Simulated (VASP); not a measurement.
# BN (P6_3/mmc) in VASP: notebook, part 2 of 2

VASP 6.6.1. The steps go on from the part before.

### 3 Single point, LDA

This run uses another cell than the first one, of 7.65 Å³/atom, 1.032 times its volume.

INCAR reads:

```
ALGO     = Normal         # electronic algorithm
EDIFF    = 1E-6           # SCF threshold, eV
ENCUT    = 600            # plane-wave cutoff, eV
GGA      = CA             # functional
GGA_COMPAT= F            
ISIF     = 2              # what is computed and relaxed
ISMEAR   = 0              # smearing method
LASPH    = T              # aspherical terms in the spheres
LCHARG   = F              # write CHGCAR
LREAL    = F              # projectors in reciprocal space
LWAVE    = F              # write WAVECAR
NBANDS   = 16             # bands
NELM     = 120            # most SCF steps
PREC     = Accurate       # precision mode
SIGMA    = 0.01           # smearing width, eV
```

KPOINTS reads:

```
k-points
0
Gamma
  10 10 4
```

POSCAR reads:

```
BN
1.0
    2.4769098637      0.0000000000      0.0000000000
   -1.2384549319      2.1450668649      0.0000000000
    0.0000000000      0.0000000000      5.7558575347
B N
2 2
Direct
    0.3333333333      0.6666666667      0.2500000000
    0.6666666667      0.3333333333      0.7500000000
    0.3333333333      0.6666666667      0.7500000000
    0.6666666667      0.3333333333      0.2500000000
```

Potentials or basis: VASP PAW LDA potentials, release 64 (B, N).

The run is started by

```
cat potpaw_LDA.64/B/POTCAR potpaw_LDA.64/N/POTCAR > POTCAR
mpirun -np 1 vasp_std > vasp.out
```

It took 7.9 s on 1 thread of Intel Xeon 6975P-C (Granite Rapids), shared host; peak memory 0.14 GiB.

The run converged. Its results:

```yaml
Free_energy: -38.5092 eV
Pressure: 7.3 GPa
Band_gap_on_the_k_mesh: 3.96 eV, indirect (least direct gap 4.17 eV)
```

Stress tensor (GPa, compression positive):
```
7.64 0.00 0.00
0.00 7.64 0.00
0.00 0.00 6.68
```

Levels at points of the mesh, in eV from the valence-band top:
| k point | band 6 | band 7 | band 8 | band 9 | band 10 | band 11 |
| --- | --- | --- | --- | --- | --- | --- |
| (0.00, 0.00, 0.00) | -1.39 | -1.25 | -1.25 | 6.24 | 11.52 | 11.52 |
| (0.50, 0.00, 0.00) | -4.11 | -2.20 | -0.20 | 3.97 | 6.41 | 9.99 |
| (0.00, 0.00, 0.50) | -1.32 | -1.32 | -1.32 | 9.46 | 9.46 | 11.69 |
| (0.50, 0.00, 0.50) | -4.22 | -1.05 | -1.05 | 4.54 | 4.54 | 10.29 |

A k mesh can miss the band edges. As with any semilocal functional, this LDA gap is likely too small.

### 4 Single point, LDA

This run uses another cell than the first one, of 7.65 Å³/atom, 1.032 times its volume.

INCAR reads:

```
  PREC = Accurate
  ENCUT = 600
  EDIFF = 1E-6
  ISMEAR = 0
  SIGMA = 0.01
  LREAL = F
  LASPH = T
  NELM = 120
  ALGO = Normal
  ISIF = 2
  LWAVE = F
  LCHARG = T
  LELF = T
  LVHAR = T
  NBANDS = 16
  GGA_COMPAT = F
```

KPOINTS reads:

```
regular mesh
0
Gamma
  10 10 4
```

POSCAR is that of step 3.

Potentials or basis: VASP PAW LDA potentials, release 64 (B, N).

The run is started by

```
cat potpaw_LDA.64/B/POTCAR potpaw_LDA.64/N/POTCAR > POTCAR
mpirun -np 1 vasp_std > vasp.out
```

OUTCAR:

```text
PREC = Accurate
   ENCUT = 600
   EDIFF = 1E-6
   ISMEAR = 0
   LREAL = F
   LASPH = T
   NELM = 120
   ISIF = 2

 ion  position               nearest neighbor table
   1  0.333  0.667  0.250-   4 1.43   4 1.43   4 1.43
   2  0.667  0.333  0.750-   3 1.43   3 1.43   3 1.43
   3  0.333  0.667  0.750-   2 1.43   2 1.43   2 1.43
   4  0.667  0.333  0.250-   1 1.43   1 1.43   1 1.43

  LATTYP: Found a hexagonal cell.
 ALAT       =     2.4769098637
 C/A-ratio  =     2.3238058110

[... 653 lines left out ...]

  FORCE on cell =-STRESS in cart. coord.  units (eV):
  Direction    XX          YY          ZZ          XY          YZ          ZX
  --------------------------------------------------------------------------------------
  -------------------------------------------------------------------------------------
  Total        1.4588219      1.4588219      1.2759573     -0.0000000      0.0000000      0.0000000
  in kB       76.4278728     76.4278728     66.8475722     -0.0000000      0.0000000      0.0000000
  external PRESSURE =      73.2344393 kB  Pullay stress =       0.0000000 kB

 VOLUME and BASIS-vectors are now :
 -----------------------------------------------------------------------------
  energy-cutoff  :      600.00
  volume of cell :       30.58
      direct lattice vectors                 reciprocal lattice vectors
     2.476909864  0.000000000  0.000000000     0.403728862  0.233092967  0.000000000
    -1.238454932  2.145066865  0.000000000     0.000000000  0.466185934  0.000000000
     0.000000000  0.000000000  5.755857535     0.000000000  0.000000000  0.173736058

 POSITION                                       TOTAL-FORCE (eV/Angst)
 -----------------------------------------------------------------------------------
     -0.00000      1.43004      1.43896         0.000000      0.000000      0.000000
      1.23845      0.71502      4.31689        -0.000000      0.000000      0.000000
     -0.00000      1.43004      4.31689         0.000000      0.000000      0.000000
      1.23845      0.71502      1.43896        -0.000000     -0.000000      0.000000
 -----------------------------------------------------------------------------------
    total drift:                               -0.000000      0.000000      0.000000

  FREE ENERGIE OF THE ION-ELECTRON SYSTEM (eV)
  ---------------------------------------------------
  free  energy   TOTEN  =       -38.5091555282 eV

  energy  without entropy=      -38.5091555282  energy(sigma->0) =      -38.50915553
```

Run time: 8.2 s. Hardware: 1 thread of Intel Xeon 6975P-C (Granite Rapids), shared host; peak memory 0.14 GiB.

What came out:

* Free energy: -38.5092 eV
* Pressure: 7.3 GPa
* Band gap on the k mesh: 3.96 eV, indirect (least direct gap 4.17 eV)

A k mesh can miss the band edges. As with any semilocal functional, this LDA gap is likely too small.

### 5 Single point, LDA

This run uses another cell than the first one, of 7.96 Å³/atom, 1.075 times its volume.

INCAR reads:

```
PREC     = Accurate       # precision mode
ENCUT    = 600            # plane-wave cutoff, eV
EDIFF    = 1E-6           # SCF threshold, eV
ISMEAR   = 0              # smearing method
SIGMA    = 0.01           # smearing width, eV
LREAL    = F              # projectors in reciprocal space
LASPH    = T              # aspherical terms in the spheres
NELM     = 120            # most SCF steps
ALGO     = Normal         # electronic algorithm
ISIF     = 2              # what is computed and relaxed
LWAVE    = F              # write WAVECAR
LCHARG   = F              # write CHGCAR
NBANDS   = 16             # bands
GGA_COMPAT= F
```

KPOINTS is that of step 4.

POSCAR reads:

```
BN
1.0
    2.4817042628      0.0000000000      0.0000000000
   -1.2408521314      2.1492189362      0.0000000000
    0.0000000000      0.0000000000      5.9710601717
B N
2 2
Direct
    0.3333333333      0.6666666667      0.2500000000
    0.6666666667      0.3333333333      0.7500000000
    0.3333333333      0.6666666667      0.7500000000
    0.6666666667      0.3333333333      0.2500000000
```

The run is started by

```
cat potpaw_LDA.64/B/POTCAR potpaw_LDA.64/N/POTCAR > POTCAR
mpirun -np 1 vasp_std > vasp.out
```

It took 8 s on 1 thread of Intel Xeon 6975P-C (Granite Rapids), shared host; peak memory 0.14 GiB.

It converged, with:

```yaml
Free_energy: -38.5526 eV
Pressure: 4.3 GPa
Band_gap_on_the_k_mesh: 3.94 eV, indirect (least direct gap 4.22 eV)
```

Stress tensor (GPa, compression positive):
```
4.61 0.00 0.00
0.00 4.61 0.00
0.00 0.00 3.68
```

Levels at points of the mesh, in eV from the valence-band top:
| k point | band 5 | band 6 | band 7 | band 8 | band 9 | band 10 | band 11 | band 12 |
| --- | --- | --- | --- | --- | --- | --- | --- | --- |
| (0.00, 0.00, 0.00) | -1.40 | -1.40 | -1.30 | -1.30 | 5.79 | 11.39 | 11.50 | 11.50 |
| (0.50, 0.00, 0.00) | -4.31 | -4.14 | -2.01 | -0.28 | 3.94 | 6.11 | 9.82 | 10.00 |
| (0.00, 0.00, 0.50) | -1.35 | -1.35 | -1.35 | -1.35 | 8.83 | 8.83 | 11.64 | 11.64 |
| (0.50, 0.00, 0.50) | -4.23 | -4.23 | -1.05 | -1.05 | 4.51 | 4.51 | 10.19 | 10.19 |

### 6 The runs side by side

| cell | gap on the mesh (eV) | pressure (GPa) |
| --- | --- | --- |
| a = 2.473, b = 2.473, c = 5.595 Å, angles 90.0, 90.0, 120.0°, 4 atoms | 3.88 | 10.3 |
| a = 2.477, b = 2.477, c = 5.756 Å, angles 90.0, 90.0, 120.0°, 4 atoms | 3.96 | 7.3 |
| a = 2.482, b = 2.482, c = 5.971 Å, angles 90.0, 90.0, 120.0°, 4 atoms | 3.94 | 4.3 |

Alike in all rows: task single point; level LDA; potentials or basis VASP PAW LDA potentials, release 64 (B, N); no spin polarisation; k mesh 10 × 10 × 4; cutoff (eV) 600; smearing gaussian 0.01 eV.

Total energies depend on the potentials used, so only differences within one code and one set of settings carry meaning.
